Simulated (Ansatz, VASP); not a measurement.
# Na2TeP2 in VASP and in Ansatz

```
Na Te P
1.0
    -2.27196    2.27196    5.41954
     2.27196   -2.27196    5.41954
     2.27196    2.27196   -5.41954
Na Te P
2 1 2
Direct
  0.36971 0.36971 0.00000
  0.63029 0.63029 0.00000
  0.00000 0.00000 0.00000
  0.75000 0.25000 0.50000
  0.25000 0.75000 0.50000
```

Change from the starting cell: species swapped into the ZrFe2Si2 type (I4/mmm, No. 139).

Alike in both runs: task single point; functional PBE; k mesh 6 × 6 × 6; occupations gaussian, width 0.1 eV; no spin polarisation.

|  | VASP | Ansatz |
| --- | --- | --- |
| version | VASP 6.6.1 | Ansatz 0.2.0 |
| potentials or method | VASP PAW PBE potentials, release 64 (Na_pv, Te, P), cutoff 520 eV | scalar-relativistic, plane waves, PAW |
| valence electrons in the cell | 30 | 44 |

|  | VASP | Ansatz | Ansatz less VASP |
| --- | --- | --- | --- |
| gap on the k mesh at the Fermi level (eV) | none | none | - |
| pressure (GPa) | 2.4 | 2.3 | -0.04 |
| traceless stress, the component that is largest in VASP (GPa) | 1.80 | 1.81 | +0.007 |
| rms of the force components (eV/Å) | 0.371 | 0.368 | -0.0026 |

Atom by atom the forces differ by 0.003 eV/Å (rms over components). A gap of «none» marks a metal or a gap that the smearing closes. The functional is the same, so the differences come from potentials, cutoffs and numerics. VASP's potentials hold 30 valence electrons a cell and Ansatz's 44, so a difference there can come from the potentials and not from the codes.

Neither program's run includes spin-orbit coupling.
